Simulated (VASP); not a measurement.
HgSe:

```
Hg Se
1.0
     0.00000    3.03900    3.03900
     3.03900    0.00000    3.03900
     3.03900    3.03900    0.00000
Hg Se
1 1
Direct
  0.00000 0.00000 0.00000
  0.75000 0.75000 0.75000
```

| Property | Result |
| --- | --- |
| Program | VASP 6.6.1 |
| Task | relaxation of cell and atoms |
| Functional | revPBE |
| Dispersion | D4 |
| Potentials or basis | VASP PAW PBE potentials, release 64 (Hg, Se) |
| Cutoff | 500 eV |
| k mesh | 8 × 8 × 8 |
| Occupations | fermi-dirac, width 0.05 eV |
| Spin | no spin polarisation |

At the start: pressure 2.6 GPa; volume 28.07 Å³/atom.

Problem. How do energy, volume and symmetry change on relaxing?

Solution. Over 3 steps the energy falls by 11.1 meV/atom and the volume is 29.48 Å³/atom (+5.0 %); space group F-43m (No. 216, to 0.05 Å).

The path:
| step | energy change (eV) | largest force (eV/Å) | pressure (GPa) | volume (Å³) |
| --- | --- | --- | --- | --- |
| 1 | 0.0000 | 0.0000 | 2.64 | 56.13 |
| 2 | -0.0196 | 0.0000 | -0.77 | 59.98 |
| 3 | -0.0222 | 0.0000 | 0.01 | 58.96 |

Final structure:
```
CELL_PARAMETERS angstrom
0.00000 3.08910 3.08910
3.08910 0.00000 3.08910
3.08910 3.08910 0.00000
ATOMIC_POSITIONS crystal
Hg 0.00000 0.00000 0.00000
Se 0.75000 0.75000 0.75000
```

Caveat: the PAW data sets were made with another functional, which shifts forces and pressure a little; pairwise dispersion overbinds metals, which lowers pressure and volume.
